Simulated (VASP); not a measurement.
# Bi (C2/m) in VASP: settings compared

Aim: see how the results for Bi move with the level of theory and the settings. Levels: PBEsol, LDA. Tasks: single point.

All numbers are computed with VASP 6.6.1; they aren't measurements. Logs are shortened: lines on timing, memory, paths and dates and some standing lists are left out, and cuts for length are marked.

## 1. The cell of the first run

The structure is monoclinic, space group C2/m (No. 12). The conventional cell has a = 6.930 Å, b = 6.223 Å, c = 3.336 Å, α = 90.00°, β = 112.04°, γ = 90.00°. Bi (site symmetry m) has 9 Bi at 3.19 to 3.96 Å within 4.2 Å.

## 2. Single point, PBEsol (volume scaled by 0.98)

Contents of INCAR:

```
PREC = Accurate
ENCUT = 520
EDIFF = 1E-7
ISMEAR = -1
SIGMA = 0.05
LREAL = F
LASPH = T
NELM = 60
ALGO = Fast
ISIF = 2
LWAVE = F
LCHARG = F
GGA = PS
NBANDS = 22
```

Contents of KPOINTS:

```
regular mesh
0
Gamma
  6 6 9
```

Contents of POSCAR:

```
Bi
1.0
    3.4651838851     -3.1115533531      0.0000000000
    3.4651838851      3.1115533531      0.0000000000
   -1.2517767921      0.0000000000      3.0926530616
Bi
2
Direct
    0.7530610000      0.7530610000      0.8573820000
    0.2469390000      0.2469390000      0.1426180000
```

Potentials or basis: VASP PAW PBE potentials, release 64 (Bi_d).

Command:

```sh
$ cat potpaw_PBE.64/Bi_d/POTCAR > POTCAR
$ mpirun -np 1 vasp_std > vasp.out
```

OUTCAR:

```text
PREC = Accurate
   ENCUT = 520
   EDIFF = 1E-7
   ISMEAR = -1
   LREAL = F
   LASPH = T
   NELM = 60
   ISIF = 2
   GGA = PS

 ion  position               nearest neighbor table
   1  0.753  0.753  0.857-   2 3.19   2 3.26   2 3.26   2 3.42   2 3.91   2 3.91
   2  0.247  0.247  0.143-   1 3.19   1 3.26   1 3.26   1 3.42   1 3.91   1 3.91

  LATTYP: Found a base centered monoclinic cell.
 ALAT       =     6.9303677702
 B/A-ratio  =     0.8979475423
 C/A-ratio  =     0.4814149259
 COS(beta)  =    -0.3751898342

  Lattice vectors:

 A1 = (   3.4651838851,  -3.1115533531,   0.0000000000)
 A2 = (   3.4651838851,   3.1115533531,   0.0000000000)
 A3 = (  -1.2517767921,   0.0000000000,   3.0926530616)

Analysis of symmetry for initial positions (statically):
=====================================================================
 Subroutine PRICEL returns:
 Original cell was already a primitive cell.

 Routine SETGRP: Setting up the symmetry group for a
 base centered monoclinic supercell.

 Subroutine GETGRP returns: Found  4 space group operations
 (whereof  4 operations were pure point group operations)
 out of a pool of  4 trial point group operations.

The static configuration has the point symmetry C_2h.

Analysis of symmetry for dynamics (positions and initial velocities):
=====================================================================
 Subroutine PRICEL returns:
 Original cell was already a primitive cell.

 Routine SETGRP: Setting up the symmetry group for a
 base centered monoclinic supercell.

 Subroutine GETGRP returns: Found  4 space group operations
 (whereof  4 operations were pure point group operations)
 out of a pool of  4 trial point group operations.

The dynamic configuration has the point symmetry C_2h.

 Subroutine INISYM returns: Found  4 space group operations
 (whereof  4 operations are pure point group operations),
 and found     1 'primitive' translations

----------------------------------------------------------------------------------------

                                     Primitive cell

  volume of cell :      66.6906

  direct lattice vectors                    reciprocal lattice vectors
     3.465183885 -3.111553353  0.000000000     0.144292487 -0.160691444  0.058403572
     3.465183885  3.111553353  0.000000000     0.144292487  0.160691444  0.058403572
    -1.251776792  0.000000000  3.092653062     0.000000000  0.000000000  0.323346971

  length of vectors
     4.657173352  4.657173352  3.336382487     0.223725365  0.223725365  0.323346971

  position of ions in fractional coordinates (direct lattice)
     0.753061000  0.753061000  0.857382000
     0.246939000  0.246939000  0.142618000

  ion indices of the primitive-cell ions
   primitive index   ion index
                 1           1
                 2           2

----------------------------------------------------------------------------------------

 KPOINTS: regular mesh

Automatic generation of k-mesh.
 Grid dimensions read from file:
 generate k-points for:    6    6    9

 Generating k-lattice:

  Cartesian coordinates                     Fractional coordinates (reciprocal lattice)
     0.024048748 -0.026781907  0.009733929     0.166666667 -0.000000000  0.000000000
     0.024048748  0.026781907  0.009733929    -0.000000000  0.166666667  0.000000000
     0.000000000  0.000000000  0.035927441     0.000000000  0.000000000  0.111111111

  Length of vectors
     0.037287561  0.037287561  0.035927441

  Shift w.r.t. Gamma in fractional coordinates (k-lattice)
     0.000000000  0.000000000  0.000000000

 Subroutine IBZKPT returns following result:
 ===========================================

 Found     97 irreducible k-points:

 Following reciprocal coordinates:
            Coordinates               Weight
  0.000000  0.000000  0.000000      1.000000
  0.166667  0.000000  0.000000      4.000000
  0.333333 -0.000000  0.000000      4.000000
  0.500000  0.000000 -0.000000      2.000000
  0.166667  0.166667  0.000000      2.000000
  0.333333  0.166667  0.000000      4.000000
[... 16 lines left out ...]
 -0.333333  0.166667  0.111111      4.000000
 -0.166667  0.166667  0.111111      4.000000
 [... further k-points ...]
   k-points           NKPTS =     97   k-points in BZ     NKDIM =     97   number of bands    NBANDS=     22
   number of dos      NEDOS =    301   number of ions     NIONS =      2
   total plane-waves  NPLWV =  36288
   dimension x,y,z NGX =    36 NGY =   36 NGZ =   28
   dimension x,y,z NGXF=    72 NGYF=   72 NGZF=   56
   ions per type =               2
   NGX,Y,Z   is equivalent  to a cutoff of  12.85, 12.85, 13.95 a.u.
   NGXF,Y,Z  is equivalent  to a cutoff of  25.70, 25.70, 27.90 a.u.
 SYSTEM =  unknown system
   PREC   = accura    normal or accurate (medium, high low for compatibility)
   ISTART =      0    job   : 0-new  1-cont  2-samecut
   ICHARG =      2    charge: 1-file 2-atom 10-const
   ISPIN  =      1    spin polarized calculation?
   LNONCOLLINEAR =      F non collinear calculations
   LSORBIT =      F    spin-orbit coupling
   LASPH  =      T    aspherical Exc in radial PAW
   ENCUT  =  520.0 eV  38.22 Ry    6.18 a.u.   8.66  8.66  6.20*2*pi/ulx,y,z
   NELM   =     60;   NELMIN=  2; NELMDL= -5     # of ELM steps
   EDIFF  = 0.1E-06   stopping-criterion for ELM
   LREAL  =      F    real-space projection
   EDIFFG = 0.1E-05   stopping-criterion for IOM
   NSW    =      0    number of steps for IOM
   IBRION =     -1    ionic relax: 0-MD 1-quasi-New 2-CG
   NFREE  =      0    steps in history (QN), initial steepest desc. (CG)
   ISIF   =      2    stress and relaxation
   ISYM   =      2    0-nonsym 1-usesym 2-fastsym
   POTIM  = 0.5000    time-step for ionic-motion
   TEBEG  =    0.0;   TEEND  =   0.0 temperature during run
   PSTRESS=    0.0 pullay stress
   NELECT =      30.0000    total number of electrons
   NUPDOWN=      -1.0000    fix difference up-down
   EMIN   =  10.00;   EMAX   =-10.00  energy-range for DOS
   EFERMI =   0.00;   METHOD = LEGACY
   ISMEAR =    -1;   SIGMA  =   0.05  broadening in eV -4-tet -1-fermi 0-gaus
   EFERMI_NEDOS =   21; number of points for ismear=-14 and -15
   IALGO  =     68    algorithm
   IMIX   =      4    mixing-type and parameters
     AMIX     =   0.40;   BMIX     =  1.00
     AMIX_MAG =   1.60;   BMIX_MAG =  1.00
  volume/ion in A,a.u.               =      33.35       225.03
  Fermi-wavevector in a.u.,A,eV,Ry     =   1.254374  2.370423 21.408139  1.573454
  Thomas-Fermi vector in A             =   2.388182
   LORBIT       =      0    0 simple, 1 ext, 2 COOP (PROOUT), +10 PAW based schemes
   GGA     = PS    functional components
   LHFCALC =     F    Hartree Fock is set to
   AEXX    =    0.0000 exact exchange contribution
   IVDW    =     0    specifies the selected vdW correction
   LEPSILON=     F    determine dielectric tensor
   LRPA    =     F    only Hartree local field effects (RPA)
 non-spin polarized calculation
 RMM-DIIS sequential band-by-band and
  energy-cutoff  :      520.00
  volume of cell :       66.69
 maximum number of plane-waves:      1818
 NGX is ok and might be reduce to    36
   NGX = 17   NGY = 17   NGZ = 13

 number of electron      29.9999997 magnetization

 Free energy of the ion-electron system (eV)
  ---------------------------------------------------
  ext. energy  EPLUGINS =         0.00000000
  ---------------------------------------------------
  free energy    TOTEN  =        -8.55734754 eV

  energy without entropy =       -8.54928374  energy(sigma->0) =       -8.55331564

 E-fermi :   6.8347     XC(G=0): -10.0332

 val. band max:        6.7934715232   @ k =   0.0000   0.0000   0.3333
 cond. band min:       6.8465009214   @ k =   0.1667   0.1667   0.0000
 fundamental gap:      0.0530293981
 Fermi energy:         6.8347056563

 k-point     1 :       0.0000    0.0000    0.0000
  band No.  band energies     occupation
      1     -16.0781      2.00000
      2     -16.0446      2.00000
      3     -15.9985      2.00000
      4     -15.9739      2.00000
      5     -15.8830      2.00000
      6     -15.8579      2.00000
[... 14 lines left out ...]
     21      15.1392      0.00000
     22      15.6351      0.00000

 k-point     2 :       0.1667    0.0000    0.0000
  band No.  band energies     occupation
      1     -16.0619      2.00000
      2     -16.0465      2.00000
      3     -16.0032      2.00000
      4     -15.9615      2.00000
      5     -15.8803      2.00000
      6     -15.8619      2.00000
[... 14 lines left out ...]
     21      15.2944      0.00000
     22      16.3692      0.00000

 k-point     3 :       0.3333   -0.0000    0.0000
  band No.  band energies     occupation
      1     -16.0509      2.00000
      2     -16.0296      2.00000
      3     -15.9993      2.00000
      4     -15.9292      2.00000
      5     -15.8915      2.00000
      6     -15.8595      2.00000
[... 14 lines left out ...]
     21      15.9971      0.00000
     22      17.1200      0.00000

 k-point     4 :       0.5000    0.0000   -0.0000
  band No.  band energies     occupation
      1     -16.0525      2.00000
      2     -16.0272      2.00000
      3     -15.9663      2.00000
      4     -15.9163      2.00000
      5     -15.8978      2.00000
      6     -15.8698      2.00000
[... 14 lines left out ...]
     21      15.4810      0.00000
     22      15.9827      0.00000

 k-point     5 :       0.1667    0.1667    0.0000
  band No.  band energies     occupation
      1     -16.0514      2.00000
      2     -16.0455      2.00000
      3     -15.9928      2.00000
      4     -15.9514      2.00000
      5     -15.8819      2.00000
      6     -15.8691      2.00000
[... 14 lines left out ...]
     21      15.6181      0.00000
     22      16.8873      0.00000

 k-point     6 :       0.3333    0.1667    0.0000
  band No.  band energies     occupation
      1     -16.0494      2.00000
      2     -16.0355      2.00000
      3     -15.9704      2.00000
      4     -15.9234      2.00000
      5     -15.8937      2.00000
      6     -15.8636      2.00000
[... 14 lines left out ...]
     21      16.4110      0.00000
     22      16.7434      0.00000

 k-point     7 :       0.5000    0.1667    0.0000
  band No.  band energies     occupation
      1     -16.0528      2.00000
      2     -16.0332      2.00000
      3     -15.9520      2.00000
      4     -15.9067      2.00000
      5     -15.8937      2.00000
      6     -15.8697      2.00000
[... 324 lines left out ...]
      6     -15.8810      2.00000
[... 14 lines left out ...]
     21      16.0622      0.00000
     22      17.2010      0.00000

 k-point    21 :       0.3333    0.1667    0.1111
  band No.  band energies     occupation
      1     -16.0306      2.00000
      2     -16.0181      2.00000
      3     -15.9437      2.00000
      4     -15.9136      2.00000
      5     -15.9047      2.00000
      6     -15.8716      2.00000
[... 14 lines left out ...]
     21      16.6772      0.00000
     22      17.0957      0.00000

 k-point    22 :       0.5000    0.1667    0.1111
  band No.  band energies     occupation
      1     -16.0330      2.00000
      2     -16.0172      2.00000
      3     -15.9603      2.00000
      4     -15.9013      2.00000
      5     -15.8882      2.00000
      6     -15.8664      2.00000
[... 14 lines left out ...]
     21      16.5512      0.00000
     22      16.7031      0.00000

 k-point    23 :      -0.3333    0.1667    0.1111
  band No.  band energies     occupation
      1     -16.0352      2.00000
      2     -16.0097      2.00000
      3     -16.0048      2.00000
      4     -15.9236      2.00000
      5     -15.8701      2.00000
      6     -15.8693      2.00000
[... 14 lines left out ...]
     21      15.7944      0.00000
     22      16.7773      0.00000

 k-point    24 :      -0.1667    0.1667    0.1111
  band No.  band energies     occupation
      1     -16.0439      2.00000
      2     -16.0248      2.00000
      3     -15.9949      2.00000
      4     -15.9457      2.00000
      5     -15.8762      2.00000
      6     -15.8672      2.00000
[... 14 lines left out ...]
     21      16.0111      0.00000
     22      16.1745      0.00000

 [... further k-points ...]
[... 5 lines left out ...]
  --------------------------------------------------------------------------------------
  -------------------------------------------------------------------------------------
  Total       -0.6419238     -0.9739471     -0.3831775      0.0000000      0.0000000     -0.0844259
  in kB      -15.4215961    -23.3981346     -9.2054666      0.0000000      0.0000000     -2.0282492
  external PRESSURE =     -16.0083991 kB  Pullay stress =       0.0000000 kB

 VOLUME and BASIS-vectors are now :
 -----------------------------------------------------------------------------
  energy-cutoff  :      520.00
  volume of cell :       66.69
      direct lattice vectors                 reciprocal lattice vectors
     3.465183885 -3.111553353  0.000000000     0.144292487 -0.160691444  0.058403572
     3.465183885  3.111553353  0.000000000     0.144292487  0.160691444  0.058403572
    -1.251776792  0.000000000  3.092653062     0.000000000  0.000000000  0.323346971

 POSITION                                       TOTAL-FORCE (eV/Angst)
 -----------------------------------------------------------------------------------
      4.14574      0.00000      2.65159         0.027489      0.000000      0.011094
      1.53285      0.00000      0.44107        -0.027489      0.000000     -0.011094
 -----------------------------------------------------------------------------------
    total drift:                               -0.000000      0.000000      0.000000

  FREE ENERGIE OF THE ION-ELECTRON SYSTEM (eV)
  ---------------------------------------------------
  free  energy   TOTEN  =        -8.5573475431 eV

  energy  without entropy=       -8.5492837396  energy(sigma->0) =       -8.55331564
```

Run time: 66 s. Hardware: 1 thread of Intel Xeon 6975P-C (Granite Rapids), shared host; peak memory 0.25 GiB.

What came out:

```
Free energy            : -8.5573 eV
Pressure               : -1.6 GPa
Largest force          : 0.030 eV/Å
Band gap on the k mesh : zero (band 15 reaches 10.04 eV, above the bottom of band 16 at 5.09 eV)
```

Forces in eV/Å, atoms in the order of the input:
```
Bi   0.027  0.000  0.011
Bi  -0.027  0.000 -0.011
```

Levels at points of the mesh, in eV from the Fermi level:
```
           k point  band 11  band 12  band 13  band 14  band 15  band 16  band 17  band 18  band 19  band 20
(0.00, 0.00, 0.00)   -13.24    -9.16    -3.15    -2.86     2.70     3.12     3.80     4.20     4.37     6.80
(0.50, 0.00, 0.00)   -11.76   -11.54    -1.16    -0.99    -0.75    -0.70     3.46     4.63     7.71     8.40
(0.50, 0.50, 0.00)   -11.33   -11.06    -5.06    -5.04     3.19     3.95     5.31     5.68     8.99     9.89
```

Caveat: the PAW data sets were made with another functional, which shifts forces and pressure a little; spin-orbit coupling is left out, which moves the levels of the heavy elements.

(Continued in part 2 of 2.)
